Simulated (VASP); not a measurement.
# Sn (Fm-3m) in VASP: further runs

Sn is run at these levels: PBEsol; tasks: relaxation of cell and atoms, single point.

Program: VASP 6.6.1. These are calculated values, not measurements. Logs are shortened: lines on timing, memory, paths and dates and some standing lists are left out, and cuts for length are marked.

### Step 1. The cell of the first run

It takes space group Fm-3m (No. 225, cubic). Conventional cell: a = 3.793 Å, b = 3.793 Å, c = 3.793 Å, α = 90.00°, β = 90.00°, γ = 90.00°. Within 3.5 Å of Sn (site symmetry m-3m) lie 12 Sn at 2.68 Å.

### Step 2. Relaxation of cell and atoms, PBEsol

The input, INCAR:

```
PREC = Accurate ; ENCUT = 600
EDIFF = 1E-6 ; ISMEAR = 0
SIGMA = 0.1 ; LREAL = F
LASPH = T ; NELM = 100
ALGO = Normal ; ISIF = 3
LWAVE = F ; LCHARG = F
GGA = PS ; IBRION = 2
NSW = 80 ; EDIFFG = -0.05
```

The input, KPOINTS:

```
Automatic mesh
0
Gamma
  8 8 8
```

The input, POSCAR:

```
Sn
1.0
    0.0000000000      1.8965904936      1.8965904936
    1.8965904936      0.0000000000      1.8965904936
    1.8965904936      1.8965904936      0.0000000000
Sn
1
Direct
    0.0000000000      0.0000000000      0.0000000000
```

Potentials or basis: VASP PAW PBE potentials, release 64 (Sn_d).

Command:

```bash
> cat potpaw_PBE.64/Sn_d/POTCAR > POTCAR
> mpirun -np 1 vasp_std > vasp.out
```

OUTCAR:

```text
PREC = Accurate
   ENCUT = 600
   EDIFF = 1E-6
   ISMEAR = 0
   LREAL = F
   LASPH = T
   NELM = 100
   ISIF = 3
   GGA = PS
   IBRION = 2
   NSW = 80
   EDIFFG = -0.05

 ion  position               nearest neighbor table
   1  0.000  0.000  0.000-

  LATTYP: Found a face centered cubic cell.
 ALAT       =     3.7931809872

  Lattice vectors:

 A1 = (   0.0000000000,   1.8965904936,   1.8965904936)
 A2 = (   1.8965904936,   0.0000000000,   1.8965904936)
 A3 = (   1.8965904936,   1.8965904936,   0.0000000000)

Analysis of symmetry for initial positions (statically):
=====================================================================
 Subroutine PRICEL returns:
 Original cell was already a primitive cell.

 Routine SETGRP: Setting up the symmetry group for a
 face centered cubic supercell.

 Subroutine GETGRP returns: Found 48 space group operations
 (whereof 48 operations were pure point group operations)
 out of a pool of 48 trial point group operations.

The static configuration has the point symmetry O_h .

Analysis of symmetry for dynamics (positions and initial velocities):
=====================================================================
 Subroutine PRICEL returns:
 Original cell was already a primitive cell.

 Routine SETGRP: Setting up the symmetry group for a
 face centered cubic supercell.

 Subroutine GETGRP returns: Found 48 space group operations
 (whereof 48 operations were pure point group operations)
 out of a pool of 48 trial point group operations.

The dynamic configuration has the point symmetry O_h .

 Subroutine INISYM returns: Found 48 space group operations
 (whereof 48 operations are pure point group operations),
 and found     1 'primitive' translations

----------------------------------------------------------------------------------------

                                     Primitive cell

  volume of cell :      13.6443

  direct lattice vectors                    reciprocal lattice vectors
     0.000000000  1.896590494  1.896590494    -0.263630974  0.263630974  0.263630974
     1.896590494  0.000000000  1.896590494     0.263630974 -0.263630974  0.263630974
     1.896590494  1.896590494  0.000000000     0.263630974  0.263630974 -0.263630974

  length of vectors
     2.682183998  2.682183998  2.682183998     0.456622242  0.456622242  0.456622242

  position of ions in fractional coordinates (direct lattice)
     0.000000000  0.000000000  0.000000000

  ion indices of the primitive-cell ions
   primitive index   ion index
                 1           1

----------------------------------------------------------------------------------------

 KPOINTS: Automatic mesh

Automatic generation of k-mesh.
 Grid dimensions read from file:
 generate k-points for:    8    8    8

 Generating k-lattice:

  Cartesian coordinates                     Fractional coordinates (reciprocal lattice)
    -0.032953872  0.032953872  0.032953872     0.125000000  0.000000000  0.000000000
     0.032953872 -0.032953872  0.032953872     0.000000000  0.125000000  0.000000000
     0.032953872  0.032953872 -0.032953872     0.000000000  0.000000000  0.125000000

  Length of vectors
     0.057077780  0.057077780  0.057077780

  Shift w.r.t. Gamma in fractional coordinates (k-lattice)
     0.000000000  0.000000000  0.000000000

 Subroutine IBZKPT returns following result:
 ===========================================

 Found     29 irreducible k-points:

 Following reciprocal coordinates:
            Coordinates               Weight
  0.000000  0.000000  0.000000      1.000000
  0.125000  0.000000  0.000000      8.000000
  0.250000  0.000000  0.000000      8.000000
  0.375000  0.000000  0.000000      8.000000
  0.500000  0.000000  0.000000      4.000000
  0.125000  0.125000  0.000000      6.000000
[... 16 lines left out ...]
  0.500000  0.250000  0.125000     48.000000
 -0.375000  0.250000  0.125000     24.000000
 [... further k-points ...]
   k-points           NKPTS =     29   k-points in BZ     NKDIM =     29   number of bands    NBANDS=     11
   number of dos      NEDOS =    301   number of ions     NIONS =      1
   total plane-waves  NPLWV =  13824
   dimension x,y,z NGX =    24 NGY =   24 NGZ =   24
   dimension x,y,z NGXF=    48 NGYF=   48 NGZF=   48
   ions per type =               1
   NGX,Y,Z   is equivalent  to a cutoff of  14.88, 14.88, 14.88 a.u.
   NGXF,Y,Z  is equivalent  to a cutoff of  29.75, 29.75, 29.75 a.u.
 SYSTEM =  unknown system
   PREC   = accura    normal or accurate (medium, high low for compatibility)
   ISTART =      0    job   : 0-new  1-cont  2-samecut
   ICHARG =      2    charge: 1-file 2-atom 10-const
   ISPIN  =      1    spin polarized calculation?
   LNONCOLLINEAR =      F non collinear calculations
   LSORBIT =      F    spin-orbit coupling
   LASPH  =      T    aspherical Exc in radial PAW
   ENCUT  =  600.0 eV  44.10 Ry    6.64 a.u.   5.36  5.36  5.36*2*pi/ulx,y,z
   NELM   =    100;   NELMIN=  2; NELMDL= -5     # of ELM steps
   EDIFF  = 0.1E-05   stopping-criterion for ELM
   LREAL  =      F    real-space projection
   EDIFFG = -.5E-01   stopping-criterion for IOM
   NSW    =     80    number of steps for IOM
   IBRION =      2    ionic relax: 0-MD 1-quasi-New 2-CG
   NFREE  =      1    steps in history (QN), initial steepest desc. (CG)
   ISIF   =      3    stress and relaxation
   ISYM   =      2    0-nonsym 1-usesym 2-fastsym
   POTIM  = 0.5000    time-step for ionic-motion
   TEBEG  =    0.0;   TEEND  =   0.0 temperature during run
   PSTRESS=    0.0 pullay stress
   NELECT =      14.0000    total number of electrons
   NUPDOWN=      -1.0000    fix difference up-down
   EMIN   =  10.00;   EMAX   =-10.00  energy-range for DOS
   EFERMI =   0.00;   METHOD = LEGACY
   ISMEAR =     0;   SIGMA  =   0.10  broadening in eV -4-tet -1-fermi 0-gaus
   EFERMI_NEDOS =   21; number of points for ismear=-14 and -15
   IALGO  =     38    algorithm
   IMIX   =      4    mixing-type and parameters
     AMIX     =   0.40;   BMIX     =  1.00
     AMIX_MAG =   1.60;   BMIX_MAG =  1.00
  volume/ion in A,a.u.               =      13.64        92.08
  Fermi-wavevector in a.u.,A,eV,Ry     =   1.651204  3.120322 37.095919  2.726473
  Thomas-Fermi vector in A             =   2.740023
   LORBIT       =      0    0 simple, 1 ext, 2 COOP (PROOUT), +10 PAW based schemes
   GGA     = PS    functional components
   LHFCALC =     F    Hartree Fock is set to
   AEXX    =    0.0000 exact exchange contribution
   IVDW    =     0    specifies the selected vdW correction
   LEPSILON=     F    determine dielectric tensor
   LRPA    =     F    only Hartree local field effects (RPA)
 conjugate gradient relaxation of ions
 non-spin polarized calculation
 Gauss-broadening in eV      SIGMA  =   0.10
  energy-cutoff  :      600.00
  volume of cell :       13.64
 maximum number of plane-waves:       469
 NGX is ok and might be reduce to    24
   NGX = 11   NGY = 11   NGZ = 11

--------------------------------------- Ionic step        1  -------------------------------------------

 number of electron      13.9999997 magnetization

 Free energy of the ion-electron system (eV)
  ---------------------------------------------------
  ext. energy  EPLUGINS =         0.00000000
  ---------------------------------------------------
  free energy    TOTEN  =        -0.40977084 eV

  energy without entropy =       -0.40349953  energy(sigma->0) =       -0.40663519

 E-fermi :  20.3080     XC(G=0): -14.1978

 val. band max:       20.0773562457   @ k =  -0.2500   0.2500   0.0000
 cond. band min:      20.3128255447   @ k =  -0.3750   0.5000   0.1250
 fundamental gap:      0.2354692990
 Fermi energy:        20.3080264184

 k-point     1 :       0.0000    0.0000    0.0000
  band No.  band energies     occupation
      1      -3.1658      2.00000
      2      -3.1658      2.00000
      3      -3.1658      2.00000
      4      -2.5635      2.00000
      5      -2.5635      2.00000
      6       1.4761      2.00000
      7      29.8213      0.00000
      8      33.1678      0.00000
      9      33.1678      0.00000
     10      33.1678      0.00000
     11      37.7171      0.00000
[... 1174 lines left out ...]
 POSITION                                       TOTAL-FORCE (eV/Angst)
 -----------------------------------------------------------------------------------
      0.00000      0.00000      0.00000         0.000000      0.000000      0.000000
 -----------------------------------------------------------------------------------
    total drift:                               -0.000000      0.000000     -0.000000

  FREE ENERGIE OF THE ION-ELECTRON SYSTEM (eV)
  ---------------------------------------------------
  free  energy   TOTEN  =        -4.2342994427 eV

  energy  without entropy=       -4.2284334939  energy(sigma->0) =       -4.23136647

--------------------------------------- Ionic step        6  -------------------------------------------

 number of electron      14.0000009 magnetization

 Free energy of the ion-electron system (eV)
  ---------------------------------------------------
  ext. energy  EPLUGINS =         0.00000000
  ---------------------------------------------------
  free energy    TOTEN  =        -4.23777554 eV

  energy without entropy =       -4.23209067  energy(sigma->0) =       -4.23493310

 E-fermi :   8.2836     XC(G=0): -10.5995

 val. band max:        8.2759398281   @ k =  -0.2500   0.2500   0.0000
 cond. band min:       8.5694947167   @ k =  -0.3750   0.5000   0.1250
 fundamental gap:      0.2935548886
 Fermi energy:         8.2835536751

 k-point     1 :       0.0000    0.0000    0.0000
  band No.  band energies     occupation
      1     -13.2210      2.00000
      2     -13.2210      2.00000
      3     -13.2210      2.00000
      4     -13.1365      2.00000
      5     -13.1365      2.00000
      6      -3.0709      2.00000
      7      16.0899      0.00000
      8      16.0899      0.00000
      9      16.0899      0.00000
     10      20.2130      0.00000
     11      20.2130      0.00000
[... 344 lines left out ...]
 POSITION                                       TOTAL-FORCE (eV/Angst)
 -----------------------------------------------------------------------------------
      0.00000      0.00000      0.00000         0.000000      0.000000      0.000000
 -----------------------------------------------------------------------------------
    total drift:                                0.000000      0.000000     -0.000000

  FREE ENERGIE OF THE ION-ELECTRON SYSTEM (eV)
  ---------------------------------------------------
  free  energy   TOTEN  =        -4.2377755353 eV

  energy  without entropy=       -4.2320906682  energy(sigma->0) =       -4.23493310

 reached required accuracy - stopping structural energy minimisation
```

It took 44 s on 1 thread of Intel Xeon 8259CL, shared host; peak memory 0.14 GiB.

What came out:

* Free energy: -4.2378 eV
* Relaxed volume: 26.62 Å³/atom
* Relaxed cell: a = 3.352 Å, b = 3.352 Å, c = 3.352 Å, α = 60.00°, β = 60.00°, γ = 60.00°
* Space group after relaxing (to 0.05 Å): Fm-3m (No. 225)
* Energy gained by relaxing: 3828.0 meV/atom
* Ionic steps: 6
* Pressure after relaxing: -0.2 GPa
* Band gap on the k mesh: zero (band 7 reaches 16.09 eV, above the bottom of band 8 at 6.42 eV)

Step by step:
```csv
step,energy change (eV),largest force (eV/Å),pressure (GPa),volume (Å³)
1,0.0000,0.0000,177.89,13.64
2,-1.5068,0.0000,-12.77,70.75
3,-3.7025,0.0000,-6.89,31.47
4,-3.7725,0.0000,-5.13,29.62
5,-3.8245,0.0000,1.69,25.80
6,-3.8280,0.0000,-0.25,26.62
```

Final structure:
```
CELL_PARAMETERS angstrom
0.00000 2.36997 2.36997
2.36997 0.00000 2.36997
2.36997 2.36997 0.00000
ATOMIC_POSITIONS crystal
Sn 0.00000 0.00000 0.00000
```

Levels at points of the mesh, in eV from the Fermi level:
| k point | band 5 | band 6 | band 7 | band 8 | band 9 | band 10 |
| --- | --- | --- | --- | --- | --- | --- |
| (0.00, 0.00, 0.00) | -21.42 | -11.35 | 7.81 | 7.81 | 7.81 | 11.93 |
| (0.50, 0.00, 0.00) | -21.34 | -6.89 | -4.81 | 5.85 | 5.85 | 10.38 |
| (0.50, 0.50, 0.00) | -21.32 | -4.93 | -3.78 | 2.02 | 2.02 | 5.40 |

Caveat: the volume moved by over 15 % at a fixed basis, so the end points are rough; the PAW data sets were made with another functional, which shifts forces and pressure a little; spin-orbit coupling is left out, which moves the levels of the heavy elements.

### Step 3. Single point, PBEsol

This run uses another cell than the first one, of 26.55 Å³/atom, 1.946 times its volume.

The input, INCAR:

```
ALGO = Normal
EDIFF = 1E-6
ENCUT = 520
GGA = PS
ISIF = 2
ISMEAR = 0
LASPH = True
LCHARG = False
LREAL = False
LWAVE = False
NBANDS = 13
NELM = 80
PREC = Accurate
SIGMA = 0.1
```

The input, KPOINTS:

```
k-points
0
Gamma
  16 16 16
```

The input, POSCAR:

```
Sn
1.0
    0.0000000000      2.3677860589      2.3677860589
    2.3677860589      0.0000000000      2.3677860589
    2.3677860589      2.3677860589      0.0000000000
Sn
1
Direct
    0.0000000000      0.0000000000      0.0000000000
```

Potentials or basis: VASP PAW PBE potentials, release 64 (Sn_d).

Command:

```bash
> cat potpaw_PBE.64/Sn_d/POTCAR > POTCAR
> mpirun -np 1 vasp_std > vasp.out
```

OUTCAR:

```text
EDIFF = 1E-6
   ENCUT = 520
   GGA = PS
   ISIF = 2
   ISMEAR = 0
   LASPH = True
   LREAL = False
   NELM = 80
   PREC = Accurate

 ion  position               nearest neighbor table
   1  0.000  0.000  0.000-

  LATTYP: Found a face centered cubic cell.
 ALAT       =     4.7355721178

  Lattice vectors:

 A1 = (   0.0000000000,   2.3677860589,   2.3677860589)
 A2 = (   2.3677860589,   0.0000000000,   2.3677860589)
 A3 = (   2.3677860589,   2.3677860589,   0.0000000000)

Analysis of symmetry for initial positions (statically):
[... 554 lines left out ...]
      6      -2.8381      2.00000
      7      14.4667      0.00000
      8      14.9101      0.00000
      9      16.2292      0.00000
     10      18.3963      0.00000
     11      20.4051      0.00000
     12      21.0889      0.00000
     13      22.2655      0.00000

 [... further k-points ...]
[... 5 lines left out ...]
  --------------------------------------------------------------------------------------
  -------------------------------------------------------------------------------------
  Total       -0.0169538     -0.0169538     -0.0169538      0.0000000      0.0000000     -0.0000000
  in kB       -1.0231058     -1.0231058     -1.0231058      0.0000000      0.0000000     -0.0000000
  external PRESSURE =      -1.0231058 kB  Pullay stress =       0.0000000 kB

 VOLUME and BASIS-vectors are now :
 -----------------------------------------------------------------------------
  energy-cutoff  :      520.00
  volume of cell :       26.55
      direct lattice vectors                 reciprocal lattice vectors
     0.000000000  2.367786059  2.367786059    -0.211167727  0.211167727  0.211167727
     2.367786059  0.000000000  2.367786059     0.211167727 -0.211167727  0.211167727
     2.367786059  2.367786059  0.000000000     0.211167727  0.211167727 -0.211167727

 POSITION                                       TOTAL-FORCE (eV/Angst)
 -----------------------------------------------------------------------------------
      0.00000      0.00000      0.00000        -0.000000      0.000000      0.000000
 -----------------------------------------------------------------------------------
    total drift:                               -0.000000     -0.000000     -0.000000

  FREE ENERGIE OF THE ION-ELECTRON SYSTEM (eV)
  ---------------------------------------------------
  free  energy   TOTEN  =        -4.2351667579 eV

  energy  without entropy=       -4.2317083327  energy(sigma->0) =       -4.23343755
```

stdout:

```text
POSCAR found type information on POSCAR Sn
 POSCAR found :  1 types and       1 ions
 scaLAPACK will be used
 -----------------------------------------------------------------------------
|                                                                             |
|                                                                             |
|     You enforced a specific xc type in the INCAR file but a different       |
|     I HOPE YOU KNOW WHAT YOU ARE DOING!                                     |
|                                                                             |
 -----------------------------------------------------------------------------

 LDA part: xc-table for (Slater+PW92), standard interpolation
 POSCAR, INCAR and KPOINTS ok, starting setup
 FFT: planning ... GRIDC
 FFT: planning ... GRID_SOFT
 FFT: planning ... GRID
 WAVECAR not read
 entering main loop
```

Wall time 30 s (1 thread of Intel Xeon Platinum 8488C (Sapphire Rapids), shared host); peak memory 0.18 GiB.

Results:

```
Free energy            : -4.2352 eV
Pressure               : -0.1 GPa
Band gap on the k mesh : zero (band 7 reaches 16.15 eV, above the bottom of band 8 at 6.25 eV)
```

Levels at points of the mesh, in eV from the Fermi level:
| k point | band 4 | band 5 | band 6 | band 7 | band 8 | band 9 | band 10 | band 11 |
| --- | --- | --- | --- | --- | --- | --- | --- | --- |
| (0.00, 0.00, 0.00) | -21.41 | -21.41 | -11.36 | 7.84 | 7.84 | 7.84 | 10.61 | 11.96 |
| (0.50, 0.00, 0.00) | -21.33 | -21.33 | -6.88 | -4.81 | 5.87 | 5.87 | 9.97 | 10.42 |
| (0.50, 0.50, 0.00) | -21.31 | -21.31 | -4.92 | -3.78 | 2.04 | 2.04 | 5.42 | 5.79 |

Caveat: the PAW data sets were made with another functional, which shifts forces and pressure a little; spin-orbit coupling is left out, which moves the levels of the heavy elements.

### Step 4. Relaxation of cell and atoms, PBEsol

This run uses another cell than the first one, of 26.55 Å³/atom, 1.946 times its volume.

The input, INCAR:

```
SYSTEM = Sn
PREC = Accurate ; ENCUT = 600
EDIFF = 1E-7 ; ISMEAR = 0
SIGMA = 0.1 ; LREAL = .False.
LASPH = .True. ; NELM = 100
ALGO = Fast ; ISIF = 3
LWAVE = .False. ; LCHARG = .False.
GGA = PS ; IBRION = 2
NSW = 80 ; EDIFFG = -0.01
```

The input, KPOINTS:

```
Automatic mesh
0
Gamma
  16 16 16
  0 0 0
```

POSCAR is that of step 3.

Command:

```bash
> cat potpaw_PBE.64/Sn_d/POTCAR > POTCAR
> mpirun -np 1 vasp_std > vasp.out
```

Wall time 32 s (1 thread of Intel Xeon Platinum 8488C (Sapphire Rapids), shared host); peak memory 0.18 GiB.

It converged, with:

```yaml
Free_energy: -4.2355 eV
Pressure_after_relaxing: 0.0 GPa
Band_gap_on_the_k_mesh: zero (band 7 reaches 16.15 eV, above the bottom of band 8 at 6.25 eV)
```

Final structure:
```
CELL_PARAMETERS angstrom
0.00000 2.36779 2.36779
2.36779 0.00000 2.36779
2.36779 2.36779 0.00000
ATOMIC_POSITIONS crystal
Sn 0.00000 0.00000 0.00000
```

Levels at points of the mesh, in eV from the Fermi level:
| k point | band 5 | band 6 | band 7 | band 8 | band 9 | band 10 |
| --- | --- | --- | --- | --- | --- | --- |
| (0.00, 0.00, 0.00) | -21.41 | -11.36 | 7.84 | 7.84 | 7.84 | 10.61 |
| (0.50, 0.00, 0.00) | -21.33 | -6.88 | -4.81 | 5.87 | 5.87 | 9.97 |
| (0.50, 0.50, 0.00) | -21.31 | -4.92 | -3.78 | 2.04 | 2.04 | 5.42 |

Caveat: the relaxation stopped at its first step, so nothing moved; the PAW data sets were made with another functional, which shifts forces and pressure a little; spin-orbit coupling is left out, which moves the levels of the heavy elements.

### Step 5. Summary

```csv
task,cell,k mesh,cutoff (eV),gap on the mesh (eV),pressure (GPa)
relaxation of cell and atoms,"relaxed from a = 2.682 Å, angles 60.0°, 1 atom",8 × 8 × 8,600,none,-0.2
single point,"a = 3.349 Å, angles 60.0°, 1 atom",16 × 16 × 16,520,none,-0.1
relaxation of cell and atoms,"relaxed from a = 3.349 Å, angles 60.0°, 1 atom",16 × 16 × 16,600,none,0.0
```

Alike in all rows: level PBEsol; potentials or basis VASP PAW PBE potentials, release 64 (Sn_d); no spin polarisation; smearing gaussian 0.1 eV.

Caveats: the PAW data sets were made with another functional, which shifts forces and pressure a little; spin-orbit coupling is left out, which moves the levels of the heavy elements; the volume moved by over 15 % at a fixed basis, so the end points are rough (some runs); the relaxation stopped at its first step, so nothing moved (some runs).

Absolute energies hang on the potentials; compare differences alone.
